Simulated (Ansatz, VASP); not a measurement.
Two plane-wave programs on AlN

The input INCAR:

```
SYSTEM = AlN
PREC = Accurate
ENCUT = 520
EDIFF = 1E-6
ISMEAR = 0
SIGMA = 0.05
LREAL = .FALSE.
LASPH = .TRUE.
NELM = 60
ALGO = Normal
ISIF = 2
LWAVE = .FALSE.
LCHARG = .TRUE.
GGA = PS
LELF = .TRUE.
LVHAR = .TRUE.
NBANDS = 16
```

Contents of KPOINTS:

```
regular mesh
0
G
  9 9 6
  0 0 0
```

File POSCAR:

```
AlN
1.0
    3.2025000000      0.0000000000      0.0000000000
   -1.6012500000      2.7734463556      0.0000000000
    0.0000000000      0.0000000000      3.9342000000
Al N
2 2
Direct
    0.3333333333      0.6666666667      0.7500000000
    0.6666666667      0.3333333333      0.2500000000
    0.3333333333      0.6666666667      0.2500000000
    0.6666666667      0.3333333333      0.7500000000
```

Input for Ansatz:

```yaml
crystal:
  lattice:
    - [3.2025, 0.0, 0.0]
    - [-1.60125, 2.7734463556, 0.0]
    - [0.0, 0.0, 3.9342]
  atoms:
    - { symbol: Al, position: [0.3333333333, 0.6666666667, 0.75] }
    - { symbol: Al, position: [0.6666666667, 0.3333333333, 0.25] }
    - { symbol: "N", position: [0.3333333333, 0.6666666667, 0.25] }
    - { symbol: "N", position: [0.6666666667, 0.3333333333, 0.75] }
basis:
  ecutwfc: 520.0
kpoints:
  mp_grid: { grid: [9, 9, 6] }
hamiltonian:
  xc: pbesol
scf:
  occupations: { method: gaussian, width: 0.05 }
output:
  forces: true
  stress: true
  eigenvalues: true
```

Alike in both runs: task single point; functional PBEsol; k mesh 9 × 9 × 6; occupations gaussian, width 0.05 eV; no spin polarisation.

|  | VASP | Ansatz |
| --- | --- | --- |
| version | VASP 6.6.1 | Ansatz 0.2.0 |
| potentials or method | VASP PAW PBE potentials, release 64 (Al, N), cutoff 520 eV | scalar-relativistic, plane waves, PAW |
| valence electrons in the cell | 16 | 16 |

```csv
,VASP,Ansatz,Ansatz less VASP
gap on the k mesh at the Fermi level (eV),4.17,4.15,-0.016
least direct gap on the mesh (eV),4.17,4.15,-0.016
```

VASP's potentials were made for PBE, not for PBEsol.
